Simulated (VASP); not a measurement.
# CdS (Fm-3m) in VASP: further runs

The runs below take CdS through electric field gradients, density of states, with PBE.

All numbers are computed with VASP 6.6.1; they aren't measurements. Logs are shortened: lines on timing, memory, paths and dates and some standing lists are left out, and cuts for length are marked.

**1. The cell of the first run**

It takes space group Fm-3m (No. 225, cubic). The conventional cell has a = 5.506 Å, b = 5.506 Å, c = 5.506 Å, α = 90.00°, β = 90.00°, γ = 90.00°. Within 3.6 Å of Cd (site symmetry m-3m) lie 6 S at 2.75 Å. S (site symmetry m-3m) has 6 Cd at 2.75 Å within 3.6 Å.

**2. Electric field gradients, PBE**

Contents of INCAR:

```
SYSTEM = CdS
PREC = Accurate ; ENCUT = 400
EDIFF = 1E-8 ; ISMEAR = -5
SIGMA = 0.1 ; LREAL = .False.
LASPH = .True. ; NELM = 120
ALGO = Normal ; ISIF = 2
LWAVE = .False. ; LCHARG = .False.
GGA = PE ; LEFG = .True.
NBANDS = 16 ; GGA_COMPAT = .False.
```

Contents of KPOINTS:

```
Automatic mesh
0
Gamma
  4 4 4
  0 0 0
```

Contents of POSCAR:

```
CdS
1.0
    0.0000000000      2.7532440000      2.7532440000
    2.7532440000      0.0000000000      2.7532440000
    2.7532440000      2.7532440000      0.0000000000
Cd S
1 1
Direct
    0.0000000000      0.0000000000      0.0000000000
    0.5000000000      0.5000000000      0.5000000000
```

Potentials or basis: VASP PAW PBE potentials, release 64 (Cd, S).

Launch:

```
$ cat potpaw_PBE.64/Cd/POTCAR potpaw_PBE.64/S/POTCAR > POTCAR
$ mpirun -np 1 vasp_std > vasp.out
```

OUTCAR:

```text
SYSTEM = CdS
   PREC = Accurate
   ENCUT = 400
   EDIFF = 1E-8
   ISMEAR = -5
   LREAL = .False.
   LASPH = .True.
   NELM = 120
   ISIF = 2
   GGA = PE

 ion  position               nearest neighbor table
   1  0.000  0.000  0.000-   2 2.75   2 2.75   2 2.75   2 2.75   2 2.75   2 2.75
   2  0.500  0.500  0.500-   1 2.75   1 2.75   1 2.75   1 2.75   1 2.75   1 2.75

  LATTYP: Found a face centered cubic cell.
 ALAT       =     5.5064880000

  Lattice vectors:

 A1 = (   0.0000000000,   2.7532440000,   2.7532440000)
 A2 = (   2.7532440000,   0.0000000000,   2.7532440000)
 A3 = (   2.7532440000,   2.7532440000,   0.0000000000)

Analysis of symmetry for initial positions (statically):
=====================================================================
 Subroutine PRICEL returns:
 Original cell was already a primitive cell.

 Routine SETGRP: Setting up the symmetry group for a
 face centered cubic supercell.

 Subroutine GETGRP returns: Found 48 space group operations
 (whereof 48 operations were pure point group operations)
 out of a pool of 48 trial point group operations.

The static configuration has the point symmetry O_h .

Analysis of symmetry for dynamics (positions and initial velocities):
=====================================================================
 Subroutine PRICEL returns:
 Original cell was already a primitive cell.

 Routine SETGRP: Setting up the symmetry group for a
 face centered cubic supercell.

 Subroutine GETGRP returns: Found 48 space group operations
 (whereof 48 operations were pure point group operations)
 out of a pool of 48 trial point group operations.

The dynamic configuration has the point symmetry O_h .

 Subroutine INISYM returns: Found 48 space group operations
 (whereof 48 operations are pure point group operations),
 and found     1 'primitive' translations

----------------------------------------------------------------------------------------

                                     Primitive cell

  volume of cell :      41.7411

  direct lattice vectors                    reciprocal lattice vectors
     0.000000000  2.753244000  2.753244000    -0.181603955  0.181603955  0.181603955
     2.753244000  0.000000000  2.753244000     0.181603955 -0.181603955  0.181603955
     2.753244000  2.753244000  0.000000000     0.181603955  0.181603955 -0.181603955

  length of vectors
     3.893675005  3.893675005  3.893675005     0.314547277  0.314547277  0.314547277

  position of ions in fractional coordinates (direct lattice)
     0.000000000  0.000000000  0.000000000
     0.500000000  0.500000000  0.500000000

  ion indices of the primitive-cell ions
   primitive index   ion index
                 1           1
                 2           2

----------------------------------------------------------------------------------------

 KPOINTS: Automatic mesh

Automatic generation of k-mesh.
 Grid dimensions read from file:
 generate k-points for:    4    4    4

 Generating k-lattice:

  Cartesian coordinates                     Fractional coordinates (reciprocal lattice)
    -0.045400989  0.045400989  0.045400989     0.250000000  0.000000000  0.000000000
     0.045400989 -0.045400989  0.045400989     0.000000000  0.250000000  0.000000000
     0.045400989  0.045400989 -0.045400989     0.000000000  0.000000000  0.250000000

  Length of vectors
     0.078636819  0.078636819  0.078636819

  Shift w.r.t. Gamma in fractional coordinates (k-lattice)
     0.000000000  0.000000000  0.000000000

 TETIRR: Found      9 inequivalent tetrahedra from      384

 Subroutine IBZKPT returns following result:
 ===========================================

 Found      8 irreducible k-points:

 Following reciprocal coordinates:
            Coordinates               Weight
  0.000000  0.000000  0.000000      1.000000
  0.250000  0.000000  0.000000      8.000000
  0.500000  0.000000  0.000000      4.000000
  0.250000  0.250000  0.000000      6.000000
  0.500000  0.250000  0.000000     24.000000
 -0.250000  0.250000  0.000000     12.000000
  0.500000  0.500000  0.000000      3.000000
 -0.250000  0.500000  0.250000      6.000000
   k-points           NKPTS =      8   k-points in BZ     NKDIM =      8   number of bands    NBANDS=     16
   number of dos      NEDOS =    301   number of ions     NIONS =      2
   total plane-waves  NPLWV =  21952
   dimension x,y,z NGX =    28 NGY =   28 NGZ =   28
   dimension x,y,z NGXF=    56 NGYF=   56 NGZF=   56
   ions per type =               1   1
   NGX,Y,Z   is equivalent  to a cutoff of  11.95, 11.95, 11.95 a.u.
   NGXF,Y,Z  is equivalent  to a cutoff of  23.91, 23.91, 23.91 a.u.
 SYSTEM =  CdS
   PREC   = accura    normal or accurate (medium, high low for compatibility)
   ISTART =      0    job   : 0-new  1-cont  2-samecut
   ICHARG =      2    charge: 1-file 2-atom 10-const
   ISPIN  =      1    spin polarized calculation?
   LNONCOLLINEAR =      F non collinear calculations
   LSORBIT =      F    spin-orbit coupling
   LASPH  =      T    aspherical Exc in radial PAW
   ENCUT  =  400.0 eV  29.40 Ry    5.42 a.u.   6.35  6.35  6.35*2*pi/ulx,y,z
   NELM   =    120;   NELMIN=  2; NELMDL= -5     # of ELM steps
   EDIFF  = 0.1E-07   stopping-criterion for ELM
   LREAL  =      F    real-space projection
   EDIFFG = 0.1E-06   stopping-criterion for IOM
   NSW    =      0    number of steps for IOM
   IBRION =     -1    ionic relax: 0-MD 1-quasi-New 2-CG
   NFREE  =      0    steps in history (QN), initial steepest desc. (CG)
   ISIF   =      2    stress and relaxation
   ISYM   =      2    0-nonsym 1-usesym 2-fastsym
   POTIM  = 0.5000    time-step for ionic-motion
   TEBEG  =    0.0;   TEEND  =   0.0 temperature during run
   PSTRESS=    0.0 pullay stress
   NELECT =      18.0000    total number of electrons
   NUPDOWN=      -1.0000    fix difference up-down
   EMIN   =  10.00;   EMAX   =-10.00  energy-range for DOS
   EFERMI =   0.00;   METHOD = LEGACY
   ISMEAR =    -5;   SIGMA  =   0.10  broadening in eV -4-tet -1-fermi 0-gaus
   EFERMI_NEDOS =   21; number of points for ismear=-14 and -15
   IALGO  =     38    algorithm
   IMIX   =      4    mixing-type and parameters
     AMIX     =   0.40;   BMIX     =  1.00
     AMIX_MAG =   1.60;   BMIX_MAG =  1.00
  volume/ion in A,a.u.               =      20.87       140.84
  Fermi-wavevector in a.u.,A,eV,Ry     =   1.236833  2.337275 20.813583  1.529755
  Thomas-Fermi vector in A             =   2.371425
   LORBIT       =      0    0 simple, 1 ext, 2 COOP (PROOUT), +10 PAW based schemes
   GGA     = PE    functional components
   LHFCALC =     F    Hartree Fock is set to
   AEXX    =    0.0000 exact exchange contribution
   IVDW    =     0    specifies the selected vdW correction
   LEPSILON=     F    determine dielectric tensor
   LRPA    =     F    only Hartree local field effects (RPA)
 non-spin polarized calculation
 Fermi weights with tetrahedron method with Bloechl corrections
  energy-cutoff  :      400.00
  volume of cell :       41.74
 maximum number of plane-waves:       769
 NGX is ok and might be reduce to    28
   NGX = 13   NGY = 13   NGZ = 13

 number of electron      17.9999990 magnetization

 Free energy of the ion-electron system (eV)
  ---------------------------------------------------
  ext. energy  EPLUGINS =         0.00000000
  ---------------------------------------------------
  free energy    TOTEN  =        -5.79665902 eV

  energy without entropy =       -5.79665902  energy(sigma->0) =       -5.79665902

 E-fermi :   2.7579     XC(G=0): -10.2942

 val. band max:        2.7577905212   @ k =   0.5000   0.0000   0.0000
 cond. band min:       2.9634496585   @ k =   0.5000   0.5000   0.0000
 fundamental gap:      0.2056591373
 Fermi energy:         2.7579044152

 k-point     1 :       0.0000    0.0000    0.0000
  band No.  band energies     occupation
      1      -9.9002      2.00000
      2      -4.8814      2.00000
      3      -4.8814      2.00000
      4      -4.8814      2.00000
      5      -4.8787      2.00000
      6      -4.8787      2.00000
[... 8 lines left out ...]
     15      14.0275      0.00000
     16      14.0282      0.00000
[... 115 lines left out ...]
 k-point     8 :      -0.2500    0.5000    0.2500
  band No.  band energies     occupation
      1      -8.8885      2.00000
      2      -5.0059      2.00000
      3      -4.8753      2.00000
      4      -4.8753      2.00000
      5      -4.6256      2.00000
      6      -4.1463      2.00000
[... 8 lines left out ...]
     15      15.5869      0.00000
     16      17.3544      0.00000

------------------------ aborting loop because EDIFF is reached ----------------------------------------

  FORCE on cell =-STRESS in cart. coord.  units (eV):
  Direction    XX          YY          ZZ          XY          YZ          ZX
  --------------------------------------------------------------------------------------
  -------------------------------------------------------------------------------------
  Total       -0.0572311     -0.0572311     -0.0572311      0.0000000     -0.0000000      0.0000000
  in kB       -2.1967389     -2.1967389     -2.1967389      0.0000000     -0.0000000      0.0000000
  external PRESSURE =      -2.1967389 kB  Pullay stress =       0.0000000 kB

 VOLUME and BASIS-vectors are now :
 -----------------------------------------------------------------------------
  energy-cutoff  :      400.00
  volume of cell :       41.74
      direct lattice vectors                 reciprocal lattice vectors
     0.000000000  2.753244000  2.753244000    -0.181603955  0.181603955  0.181603955
     2.753244000  0.000000000  2.753244000     0.181603955 -0.181603955  0.181603955
     2.753244000  2.753244000  0.000000000     0.181603955  0.181603955 -0.181603955

 POSITION                                       TOTAL-FORCE (eV/Angst)
 -----------------------------------------------------------------------------------
      0.00000      0.00000      0.00000         0.000000      0.000000      0.000000
      2.75324      2.75324      2.75324        -0.000000     -0.000000     -0.000000
 -----------------------------------------------------------------------------------
    total drift:                                0.000000      0.000000      0.000000

  FREE ENERGIE OF THE ION-ELECTRON SYSTEM (eV)
  ---------------------------------------------------
  free  energy   TOTEN  =        -5.7966590170 eV

  energy  without entropy=       -5.7966590170  energy(sigma->0) =       -5.79665902

 Electric field gradients (V/A^2)
---------------------------------------------------------------------
 ion       V_xx      V_yy      V_zz      V_xy      V_xz      V_yz
---------------------------------------------------------------------
   1      -0.000     0.000     0.000    -0.001    -0.001    -0.001
   2       0.000    -0.000    -0.000     0.000     0.000     0.000
---------------------------------------------------------------------

 Electric field gradients after diagonalization (V/A^2)
 (convention: |V_zz| > |V_xx| > |V_yy|)
----------------------------------------------------------------------
 ion       V_xx      V_yy      V_zz     asymmetry (V_yy - V_xx)/ V_zz
----------------------------------------------------------------------
   1       0.001     0.001    -0.003       0.000
   2      -0.000    -0.000     0.001       0.000
----------------------------------------------------------------------

           NMR quadrupolar parameters

 Cq : quadrupolar parameter    Cq=e*Q*V_zz/h
 eta: asymmetry parameters     (V_yy - V_xx)/ V_zz
 Q  : nuclear electric quadrupole moment in mb (millibarn)
----------------------------------------------------------------------
 ion       Cq(MHz)       eta       Q (mb)
----------------------------------------------------------------------
   1      -0.000       0.000       1.000
   2       0.000       0.000       1.000
----------------------------------------------------------------------
```

It took 7.8 s on 1 thread of Intel Xeon 6455B, shared host; peak memory 0.15 GiB.

Results:

```
Free energy            : -5.7967 eV
Pressure               : -0.2 GPa
Band gap on the k mesh : 0.21 eV, indirect (least direct gap 1.50 eV)
```

Levels at points of the mesh, in eV from the valence-band top:
```
           k point  band 6  band 7  band 8  band 9  band 10  band 11  band 12  band 13
(0.00, 0.00, 0.00)   -7.64   -0.69   -0.69   -0.69     0.81     9.20     9.20     9.20
(0.50, 0.00, 0.00)   -7.45   -4.78    0.00    0.00     3.51     5.89     5.89     6.64
(0.50, 0.50, 0.00)   -6.72   -4.12   -2.06   -2.06     0.21     6.04     9.73    11.10
```

Caveat: the k points lie up to 0.49 Å⁻¹ apart; without QUAD_EFG the Cq values of the log hold for a quadrupole moment of 1 mb, not for the nuclei. A k mesh can miss the band edges.

(Continued in part 2 of 2.)
